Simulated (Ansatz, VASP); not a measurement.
# Two plane-wave programs on InSe

```
In Se
1.0
     5.87493   -2.05527   -0.00529
     5.87493    2.05527   -0.00529
    -1.60512    0.00000    4.27209
In Se
2 2
Direct
  0.88580 0.88580 0.02905
  0.11420 0.11420 0.97095
  0.64512 0.64512 0.56724
  0.33568 0.33568 0.29227
```

Change from the starting cell: all Se atoms moved -0.300 Å, as atom 3 along Cartesian [0 0 1].

Alike in both runs: task single point; functional PBEsol; k mesh 8 × 8 × 6; occupations gaussian, width 0.05 eV; no spin polarisation.

|  | VASP | Ansatz |
| --- | --- | --- |
| version | VASP 6.6.1 | Ansatz 0.2.0 |
| potentials or method | VASP PAW PBE potentials, release 64 (In_d, Se), cutoff 520 eV | scalar-relativistic, plane waves, PAW |
| valence electrons in the cell | 38 | 58 |

VASP gave:

```
gap on the k mesh at the Fermi level (eV)                     : 0.68
least direct gap on the mesh (eV)                             : 0.94
pressure (GPa)                                                : 1.6
traceless stress, the component that is largest in VASP (GPa) : -1.72
rms of the force components (eV/Å)                            : 0.787
```

What did Ansatz give for the same quantities?

gap on the k mesh at the Fermi level (eV): 0.69; least direct gap on the mesh (eV): 0.95; pressure (GPa): 1.6; traceless stress, the component that is largest in VASP (GPa): -1.71; rms of the force components (eV/Å): 0.780.

VASP's potentials were made for PBE, not for PBEsol. Atom by atom the forces differ by 0.011 eV/Å (rms over components). VASP's potentials hold 38 valence electrons a cell and Ansatz's 58, so a difference there can come from the potentials and not from the codes.
